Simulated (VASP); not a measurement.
## HgTe: single point with PBE

The system is HgTe.

```
Hg Te
1.0
     0.00000    3.06900    3.06900
     3.06900    0.00000    3.06900
     3.06900    3.06900    0.00000
Hg Te
1 1
Direct
  0.00000 0.00000 0.00000
  0.50000 0.50000 0.50000
```

```json
{"Program": "VASP 6.6.1", "Task": "single point", "Functional": "PBE", "Potentials or basis": "VASP PAW PBE potentials, release 64 (Hg, Te)", "Cutoff": "520 eV", "k mesh": "7 × 7 × 7", "Occupations": "fermi-dirac, width 0.05 eV", "Spin": "no spin polarisation", "Dipole correction": "no", "Further INCAR settings": "ALGO = Normal; EDIFF = 1e-06; NBANDS = 16"}
```

```yaml
Pressure: 0.1 GPa
Band_gap_on_the_k_mesh: zero (band 9 reaches 4.43 eV, above the bottom of band 10 at 2.07 eV)
```

Levels at points of the mesh, in eV from the Fermi level:
```csv
k point,band 6,band 7,band 8,band 9,band 10,band 11,band 12,band 13
"(0.00, 0.00, 0.00)",-6.63,-1.09,-0.73,-0.73,-0.73,7.57,7.57,7.57
```

Run time: 8.7 s on 1 thread of AMD EPYC 9R45 (Zen 5), on a shared host, peak memory 0.15 GiB.

Caveat: spin-orbit coupling is left out, which moves the levels of the heavy elements.
